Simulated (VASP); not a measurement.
# HfN (I-4m2) in VASP: single point with r2SCAN

Aim: the single point of HfN with r2SCAN.

All numbers are computed with VASP 6.6.1; they aren't measurements. Logs are shortened: lines on timing, memory, paths and dates and some standing lists are left out, and cuts for length are marked.

## (1) The cell of the first run

Symmetry: I-4m2, No. 119, tetragonal system. The conventional cell has a = 3.645 Å, b = 3.645 Å, c = 4.910 Å, α = 90.00°, β = 90.00°, γ = 90.00°. Within 2.9 Å of Hf (site symmetry -4m2) lie 4 N at 2.20 Å. Within 2.9 Å of N (site symmetry -4m2) lie 4 Hf at 2.20 Å.

## (2) Single point, r2SCAN (strain +0.050 along x and y, +0.000 along z)

POSCAR

```
HfN
1.0
    0.0000000000      2.5775631000      2.4548220000
    2.5775631000      0.0000000000      2.4548220000
    2.5775631000      2.5775631000      0.0000000000
Hf N
1 1
Direct
    0.0000000000      0.0000000000      0.0000000000
    0.7500000000      0.7500000000      0.7500000000
```

INCAR.step1

```
SYSTEM = HfN
PREC = Accurate
ENCUT = 520
ISMEAR = 0
SIGMA = 0.15
LREAL = .False.
LASPH = .True.
NELM = 100
NBANDS = 14
GGA = PE
ALGO = Normal
EDIFF = 1E-4
LWAVE = .True.
LCHARG = .False.
```

INCAR.step2

```
SYSTEM = HfN
PREC = Accurate
ENCUT = 520
EDIFF = 1E-6
ISMEAR = 0
SIGMA = 0.15
LREAL = .False.
LASPH = .True.
NELM = 100
ALGO = Normal
ISIF = 2
LWAVE = .False.
LCHARG = .False.
METAGGA = R2SCAN
LMIXTAU = .True.
NBANDS = 14
ISTART = 1
```

KPOINTS

```
Automatic mesh
0
Gamma
  16 16 16
  0 0 0
```

Potentials or basis: VASP PAW PBE potentials, release 64 (Hf_pv, N).

Started as:

```sh
> cat potpaw_PBE.64/Hf_pv/POTCAR potpaw_PBE.64/N/POTCAR > POTCAR
> cp INCAR.step1 INCAR
> mpirun -np 1 vasp_std > vasp.out
> cp INCAR.step2 INCAR
> mpirun -np 1 vasp_std > vasp.out
```

OUTCAR:

```text
SYSTEM = HfN
   PREC = Accurate
   ENCUT = 520
   EDIFF = 1E-6
   ISMEAR = 0
   LREAL = .False.
   LASPH = .True.
   NELM = 100
   ISIF = 2
   METAGGA = R2SCAN
   ISTART = 1

 ion  position               nearest neighbor table
   1  0.000  0.000  0.000-   2 2.20   2 2.20   2 2.20   2 2.20
   2  0.750  0.750  0.750-   1 2.20   1 2.20   1 2.20   1 2.20

  LATTYP: Found a body centered tetragonal cell.
 ALAT       =     3.6452246939
 C/A-ratio  =     1.3468700594

  Lattice vectors:

 A1 = (   0.0000000000,  -2.5775631000,  -2.4548220000)
 A2 = (   0.0000000000,   2.5775631000,  -2.4548220000)
 A3 = (   2.5775631000,   0.0000000000,   2.4548220000)

Analysis of symmetry for initial positions (statically):
=====================================================================
 Subroutine PRICEL returns:
 Original cell was already a primitive cell.

 Routine SETGRP: Setting up the symmetry group for a
 body centered tetragonal supercell.

 Subroutine GETGRP returns: Found  8 space group operations
 (whereof  8 operations were pure point group operations)
 out of a pool of 16 trial point group operations.

The static configuration has the point symmetry D_2d.

Analysis of symmetry for dynamics (positions and initial velocities):
=====================================================================
 Subroutine PRICEL returns:
 Original cell was already a primitive cell.

 Routine SETGRP: Setting up the symmetry group for a
 body centered tetragonal supercell.

 Subroutine GETGRP returns: Found  8 space group operations
 (whereof  8 operations were pure point group operations)
 out of a pool of 16 trial point group operations.

The dynamic configuration has the point symmetry D_2d.

 Subroutine INISYM returns: Found  8 space group operations
 (whereof  8 operations are pure point group operations),
 and found     1 'primitive' translations

----------------------------------------------------------------------------------------

                                     Primitive cell

  volume of cell :      32.6188

  direct lattice vectors                    reciprocal lattice vectors
     0.000000000  2.577563100  2.454822000    -0.193981672  0.193981672  0.203680756
     2.577563100  0.000000000  2.454822000     0.193981672 -0.193981672  0.203680756
     2.577563100  2.577563100  0.000000000     0.193981672  0.193981672 -0.203680756

  length of vectors
     3.559491900  3.559491900  3.645224694     0.341677667  0.341677667  0.341677667
[... 85 lines left out ...]
   IBRION =     -1    ionic relax: 0-MD 1-quasi-New 2-CG
   NFREE  =      0    steps in history (QN), initial steepest desc. (CG)
   ISIF   =      2    stress and relaxation
   ISYM   =      2    0-nonsym 1-usesym 2-fastsym
   POTIM  = 0.5000    time-step for ionic-motion
   TEBEG  =    0.0;   TEEND  =   0.0 temperature during run
   PSTRESS=    0.0 pullay stress
   NELECT =      15.0000    total number of electrons
   NUPDOWN=      -1.0000    fix difference up-down
   EMIN   =  10.00;   EMAX   =-10.00  energy-range for DOS
   EFERMI =   0.00;   METHOD = LEGACY
   ISMEAR =     0;   SIGMA  =   0.15  broadening in eV -4-tet -1-fermi 0-gaus
   EFERMI_NEDOS =   21; number of points for ismear=-14 and -15
   IALGO  =     38    algorithm
   IMIX   =      4    mixing-type and parameters
     AMIX     =   0.40;   BMIX     =  1.00
     AMIX_MAG =   1.60;   BMIX_MAG =  1.00
  volume/ion in A,a.u.               =      16.31       110.06
  Fermi-wavevector in a.u.,A,eV,Ry     =   1.263618  2.387891 21.724828  1.596730
  Thomas-Fermi vector in A             =   2.396965
   LORBIT       =      0    0 simple, 1 ext, 2 COOP (PROOUT), +10 PAW based schemes
   METAGGA = R2SCAN    functional components
   LHFCALC =     F    Hartree Fock is set to
   AEXX    =    0.0000 exact exchange contribution
   IVDW    =     0    specifies the selected vdW correction
   LEPSILON=     F    determine dielectric tensor
   LRPA    =     F    only Hartree local field effects (RPA)
 non-spin polarized calculation
 Gauss-broadening in eV      SIGMA  =   0.15
  energy-cutoff  :      520.00
  volume of cell :       32.62
 maximum number of plane-waves:       909
   NGX = 13   NGY = 13   NGZ = 13

 number of electron      15.0000001 magnetization

 Free energy of the ion-electron system (eV)
  ---------------------------------------------------
  ext. energy  EPLUGINS =         0.00000000
  ---------------------------------------------------
  free energy    TOTEN  =       -57.46435772 eV

  energy without entropy =      -57.45712635  energy(sigma->0) =      -57.46074204

 E-fermi :   5.0718     XC(G=0): -11.4491

 val. band max:        5.0610895192   @ k =   0.3125   0.0625   0.2500
 cond. band min:       5.0783415487   @ k =   0.4375   0.3125   0.1250
 fundamental gap:      0.0172520295
 Fermi energy:         5.0717734237

 k-point     1 :       0.0000    0.0000    0.0000
  band No.  band energies     occupation
      1     -27.6858      2.00000
      2     -27.6645      2.00000
      3     -27.6645      2.00000
      4     -11.6818      2.00000
      5      -0.3315      2.00000
      6      -0.3315      2.00000
      7      -0.1979      2.00000
      8       4.1357      2.00000
      9       7.0030      0.00000
     10       7.5321      0.00000
     11      11.0486      0.00000
     12      11.0486      0.00000
     13      11.7258      0.00000
     14      15.7531      0.00000
[... 377 lines left out ...]
      1     -27.6961      2.00000
      2     -27.6918      2.00000
      3     -27.6679      2.00000
      4     -11.5872      2.00000
      5      -0.5480      2.00000
      6      -0.2784      2.00000
      7      -0.1158      2.00000
      8       4.6699      1.99985
      9       6.7719      0.00000
     10       7.4346      0.00000
     11      10.8666      0.00000
     12      11.3057      0.00000
     13      11.7134      0.00000
     14      15.7528      0.00000

 [... further k-points ...]
[... 5 lines left out ...]
  --------------------------------------------------------------------------------------
  -------------------------------------------------------------------------------------
  Total       -4.4097496     -4.4097496     -2.8860567      0.0000000      0.0000000      0.0000000
  in kB     -216.5987241   -216.5987241   -141.7577551      0.0000000      0.0000000      0.0000000
  external PRESSURE =    -191.6517345 kB  Pullay stress =       0.0000000 kB

 VOLUME and BASIS-vectors are now :
 -----------------------------------------------------------------------------
  energy-cutoff  :      520.00
  volume of cell :       32.62
      direct lattice vectors                 reciprocal lattice vectors
     0.000000000  2.577563100  2.454822000    -0.193981672  0.193981672  0.203680756
     2.577563100  0.000000000  2.454822000     0.193981672 -0.193981672  0.203680756
     2.577563100  2.577563100  0.000000000     0.193981672  0.193981672 -0.203680756

 POSITION                                       TOTAL-FORCE (eV/Angst)
 -----------------------------------------------------------------------------------
      0.00000      0.00000      0.00000         0.000000      0.000000     -0.000000
      3.86634      3.86634      3.68223        -0.000000     -0.000000      0.000000
 -----------------------------------------------------------------------------------
    total drift:                               -0.000001     -0.000001      0.000000

  FREE ENERGIE OF THE ION-ELECTRON SYSTEM (eV)
  ---------------------------------------------------
  free  energy   TOTEN  =       -57.4643577208 eV

  energy  without entropy=      -57.4571263497  energy(sigma->0) =      -57.46074204
```

It took 13 min on 1 thread of Intel Xeon 8259CL, shared host; peak memory 0.3 GiB.

Results:

```
Free energy            : -57.4644 eV
Pressure               : -19.2 GPa
Band gap on the k mesh : zero (an odd number of electrons rules out a gap without spin polarisation)
```

Caveat: the cell differs from its parent crystal (strain +0.050 along x and y, +0.000 along z); the cell stands under tension; the PAW data sets were made with another functional, which shifts forces and pressure a little; spin-orbit coupling is left out, which moves the levels of the heavy elements.
